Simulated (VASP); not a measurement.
Wanted: the native input for a VASP 6.6.1 run.

| Property | Result |
| --- | --- |
| Task | single point |
| Functional | PBE |
| Potentials or basis | VASP PAW PBE potentials, release 64 (Pt, Te) |
| Cutoff | 500 eV |
| k mesh | 5 × 5 × 5 |
| Occupations | gaussian, width 0.05 eV |
| Spin | collinear spin |
| Starting moments | [-0.07, 0.0] μB |
| Hubbard terms | Pt d U = 8.0 eV |
| Dipole correction | no |
| Further INCAR settings | ALGO = Normal; EDIFF = 1e-06; NBANDS = 19 |

The structure of TePt lies in POSCAR:

```
TePt
1.0
    3.5591902800      0.0000000000      0.0000000000
    0.0000000000      3.5591902800      0.0000000000
    0.0000000000      0.0000000000      3.5591902800
Pt Te
1 1
Direct
    0.0000000000      0.0000000000      0.0000000000
    0.5000000000      0.5000000000      0.5000000000
```

The input as run:

INCAR

```
SYSTEM = TePt
PREC = Accurate
ENCUT = 500
EDIFF = 1E-6
ISMEAR = 0
SIGMA = 0.05
LREAL = .FALSE.
LASPH = .TRUE.
NELM = 200
ALGO = Normal
ISIF = 2
LWAVE = .FALSE.
LCHARG = .FALSE.
ISPIN = 2
MAGMOM = -0.07 0
LORBIT = 11
LMAXMIX = 4
LDAU = .TRUE.
LDAUTYPE = 2
LDAUL = 2 -1
LDAUU = 8 0
LDAUJ = 0 0
LDAUPRINT = 1
GGA = PE
NBANDS = 19
GGA_COMPAT = .FALSE.
```

KPOINTS

```
regular mesh
0
G
  5 5 5
  0 0 0
```

Potentials or basis: VASP PAW PBE potentials, release 64 (Pt, Te).

Launch:

```console
$ cat potpaw_PBE.64/Pt/POTCAR potpaw_PBE.64/Te/POTCAR > POTCAR
$ mpirun -np 1 vasp_std > vasp.out
```

It gave:

```yaml
Pressure: -12.5 GPa
Net_moment: -0.08 μB per cell
Site_moments: Pt -0.06; Te -0.02 μB
Valence_electrons_inside_the_program's_atomic_spheres: Pt 9.74; Te 3.14
```

Caveat: the cell stands under tension; the U is typed as a test and isn't derived for this compound.

Run time: 13 s on 1 thread of AMD EPYC 9R45 96-Core Processor (Zen 5), with other jobs on the host, peak memory 0.14 GiB.
